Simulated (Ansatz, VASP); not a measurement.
**Two plane-wave programs on BiTe**

Contents of INCAR:

```
SYSTEM = BiTe
PREC = Accurate
ENCUT = 520
EDIFF = 1E-7
ISMEAR = 0
SIGMA = 0.15
LREAL = .False.
LASPH = .True.
NELM = 60
ALGO = Normal
ISIF = 2
LWAVE = .False.
LCHARG = .False.
GGA = PE
NBANDS = 18
```

KPOINTS

```
regular mesh
0
Gamma
  12 12 12
  0 0 0
```

POSCAR

```
BiTe
1.0
    2.3015723842      1.3288134356      3.4002242534
   -2.3015723842      1.3288134356      3.4002242534
    0.0000000000     -2.6576268711      3.4002242534
Bi Te
1 1
Direct
    0.5000000000      0.5000000000      0.5000000000
    0.0000000000      0.0000000000      0.0000000000
```

Input for Ansatz:

```yaml
crystal:
  lattice:
    - [2.3015723842, 1.3288134356, 3.4002242534]
    - [-2.3015723842, 1.3288134356, 3.4002242534]
    - [0.0, -2.6576268711, 3.4002242534]
  atoms:
    - { symbol: Bi, position: [0.5, 0.5, 0.5] }
    - { symbol: Te, position: [0.0, 0.0, 0.0] }
basis:
  ecutwfc: 420
kpoints:
  mp_grid: { grid: [12, 12, 12] }
hamiltonian:
  xc: pbe
scf:
  occupations: { method: gaussian, width: 0.15 }
output:
  forces: true
  stress: true
  eigenvalues: true
```

Change from the starting cell: strain -0.050 along x and y, +0.025 along z, atoms carried along.

Alike in both runs: task single point; functional PBE; k mesh 12 × 12 × 12; occupations gaussian, width 0.15 eV; no spin polarisation.

|  | VASP | Ansatz |
| --- | --- | --- |
| version | VASP 6.6.1 | Ansatz 0.2.0 |
| potentials or method | VASP PAW PBE potentials, release 64 (Bi_d, Te), cutoff 520 eV | scalar-relativistic, plane waves, PAW |
| valence electrons in the cell | 21 | 31 |

|  | VASP | Ansatz | Ansatz less VASP |
| --- | --- | --- | --- |
| gap on the k mesh at the Fermi level (eV) | none | none | - |
| pressure (GPa) | 5.2 | 5.3 | +0.05 |
| traceless stress, the component that is largest in VASP (GPa) | -0.74 | -0.74 | -0.002 |

A gap of «none» marks a metal or a gap that the smearing closes. The functional is the same, so the differences come from potentials, cutoffs and numerics. VASP's potentials hold 21 valence electrons a cell and Ansatz's 31, so a difference there can come from the potentials and not from the codes.

Spin-orbit coupling is off throughout.
